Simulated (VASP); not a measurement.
Input of a VASP 6.6.1 run:

INCAR

```
  ALGO = Normal
  EDIFF = 1E-6
  ENCUT = 520
  GGA = PE
  ISIF = 2
  ISMEAR = 0
  LASPH = T
  LCHARG = T
  LELF = T
  LREAL = F
  LVHAR = T
  LWAVE = F
  NBANDS = 33
  NELM = 80
  PREC = Accurate
  SIGMA = 0.1
```

The input KPOINTS:

```
k-points
0
Gamma
  4 4 4
```

File POSCAR:

```
MoIr4
1.0
   -2.8444524135      2.8444524135      2.8444524135
    2.8444524135     -2.8444524135      2.8444524135
    2.8444524135      2.8444524135     -2.8444524135
Mo Ir
1 4
Direct
    0.0000000000      0.0000000000      0.0000000000
    0.0000000000      0.0000000000      0.5000000000
    0.0000000000      0.5000000000      0.0000000000
    0.5000000000      0.0000000000      0.0000000000
    0.5000000000      0.5000000000      0.5000000000
```

Potentials or basis: VASP PAW PBE potentials, release 64 (Mo_sv, Ir).

Run with:

```bash
$ cat potpaw_PBE.64/Mo_sv/POTCAR potpaw_PBE.64/Ir/POTCAR > POTCAR
$ mpirun -np 1 vasp_std > vasp.out
```

(1) Estimate the pressure.

(2) Predict the band gap on the k mesh.

Results:

(1) 0.9 GPa.

(2) zero (bands 25 and 26 overlap by 2.36 eV).

Caveat: the k points lie up to 0.39 Å⁻¹ apart, too coarse for converged energies and pressures of a metal; spin-orbit coupling is left out, which moves the levels of the heavy elements.
